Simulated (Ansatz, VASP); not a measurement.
# One calculation of BN, two programs

```
CELL_PARAMETERS angstrom
2.44932 -0.09596 0.03878
-1.30777 2.23165 -0.04842
0.10317 -0.08918 6.58457
ATOMIC_POSITIONS crystal
B 0.16555 0.51225 0.28084
B 0.75323 0.41904 0.72860
N 0.24592 0.64261 0.76864
N 0.83530 0.42609 0.22191
```

Change from the starting cell: all atoms moved at random (sigma 0.22 Å a component), cell strained at random (sigma 0.03).

Alike in both runs: task single point; functional PBE; k mesh 12 × 12 × 4; occupations gaussian, width 0.05 eV; no spin polarisation.

```csv
,VASP,Ansatz
version,VASP 6.6.1,Ansatz 0.2.0
potentials or method,"VASP PAW PBE potentials, release 64 (B, N), cutoff 520 eV","scalar-relativistic, plane waves, PAW"
valence electrons in the cell,16,16
```

VASP gave:

```
gap on the k mesh at the Fermi level (eV)                     : 1.75
least direct gap on the mesh (eV)                             : 2.34
pressure (GPa)                                                : 229.3
traceless stress, the component that is largest in VASP (GPa) : 268.55
rms of the force components (eV/Å)                            : 59.867
```

Which values does Ansatz return?

gap on the k mesh at the Fermi level (eV): 1.80; least direct gap on the mesh (eV): 2.38; pressure (GPa): 216.8; traceless stress, the component that is largest in VASP (GPa): 252.87; rms of the force components (eV/Å): 55.949.

Atom by atom the forces differ by 3.981 eV/Å (rms over components). Both programs put the cell under a high pressure, so it lies far from rest at this level. With one functional, cell and mesh, what is left measures potentials, basis and numerics.

Noted on VASP's run: the cell as given lies far from equilibrium.
